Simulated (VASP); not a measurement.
Input of a VASP 6.6.1 run:

File INCAR:

```
  PREC = Accurate
  ENCUT = 600
  EDIFF = 1E-7
  ISMEAR = 0
  SIGMA = 0.1
  LREAL = False
  LASPH = True
  NELM = 100
  ALGO = Normal
  ISIF = 3
  LWAVE = False
  LCHARG = False
  GGA = PE
  IBRION = 2
  NSW = 100
  EDIFFG = -0.01
```

File KPOINTS:

```
regular mesh
0
Gamma
  10 10 10
```

The input POSCAR:

```
RbP3
1.0
    4.4753913300      0.0000000000      0.0000000000
    0.0000000000      4.4753913300      0.0000000000
    0.0000000000      0.0000000000      4.4753913300
Rb P
1 3
Direct
    0.0000000000      0.0000000000      0.0000000000
    0.0000000000      0.5000000000      0.5000000000
    0.5000000000      0.0000000000      0.5000000000
    0.5000000000      0.5000000000      0.0000000000
```

Potentials or basis: VASP PAW PBE potentials, release 64 (Rb_sv, P).

Command:

```bash
$ cat potpaw_PBE.64/Rb_sv/POTCAR potpaw_PBE.64/P/POTCAR > POTCAR
$ mpirun -np 1 vasp_std > vasp.out
```

Question: What does it give for the space group after relaxing (to 0.05 Å)?

Answer: Pm-3m (No. 221).

Question: What does it give for the relaxed cell?

Answer: a = 4.367 Å, b = 4.367 Å, c = 4.367 Å, α = 90.00°, β = 90.00°, γ = 90.00°.

Final structure:
```cif
data_structure
_symmetry_space_group_name_H-M 'P 1'
_symmetry_Int_Tables_number 1
_cell_length_a 4.3670
_cell_length_b 4.3670
_cell_length_c 4.3670
_cell_angle_alpha 90.000
_cell_angle_beta 90.000
_cell_angle_gamma 90.000
_cell_volume 83.28
loop_
_atom_site_label
_atom_site_type_symbol
_atom_site_fract_x
_atom_site_fract_y
_atom_site_fract_z
_atom_site_occupancy
Rb1 Rb 0.00000 0.00000 0.00000 1
P1 P 0.00000 0.50000 0.50000 1
P2 P 0.50000 0.00000 0.50000 1
P3 P 0.50000 0.50000 0.00000 1
```
